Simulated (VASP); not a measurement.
Here is a VASP 6.6.1 calculation.

Contents of INCAR:

```
PREC     = Accurate       # precision mode
ENCUT    = 520            # plane-wave cutoff, eV
EDIFF    = 1E-6           # SCF threshold, eV
ISMEAR   = 0              # smearing method
SIGMA    = 0.1            # smearing width, eV
LREAL    = F              # projectors in reciprocal space
LASPH    = T              # aspherical terms in the spheres
NELM     = 100            # most SCF steps
ALGO     = Fast           # electronic algorithm
ISIF     = 2              # what is computed and relaxed
LWAVE    = F              # write WAVECAR
LCHARG   = T              # write CHGCAR
GGA      = PE             # functional
LELF     = T              # ELF
LVHAR    = T            
NBANDS   = 30             # bands
```

The input KPOINTS:

```
Automatic mesh
0
Gamma
  4 4 4
```

POSCAR

```
Ti3Si2
1.0
    4.5498130489      0.0000000000      0.0000000000
    0.0000000000      4.5498130489      0.0000000000
    0.0000000000      0.0000000000      4.5498130489
Ti Si
3 2
Direct
    0.0000000000      0.5000000000      0.5000000000
    0.5000000000      0.0000000000      0.5000000000
    0.5000000000      0.5000000000      0.0000000000
    0.5000000000      0.5000000000      0.5000000000
    0.0000000000      0.0000000000      0.0000000000
```

Potentials or basis: VASP PAW PBE potentials, release 64 (Ti_sv, Si).

Run with:

```bash
$ cat potpaw_PBE.64/Ti_sv/POTCAR potpaw_PBE.64/Si/POTCAR > POTCAR
$ mpirun -np 1 vasp_std > vasp.out
```

(1) Estimate the band gap on the k mesh.

(2) Estimate the pressure.

Results:

(1) zero (band 22 reaches 7.37 eV, above the bottom of band 23 at 7.12 eV).

(2) 0.1 GPa.
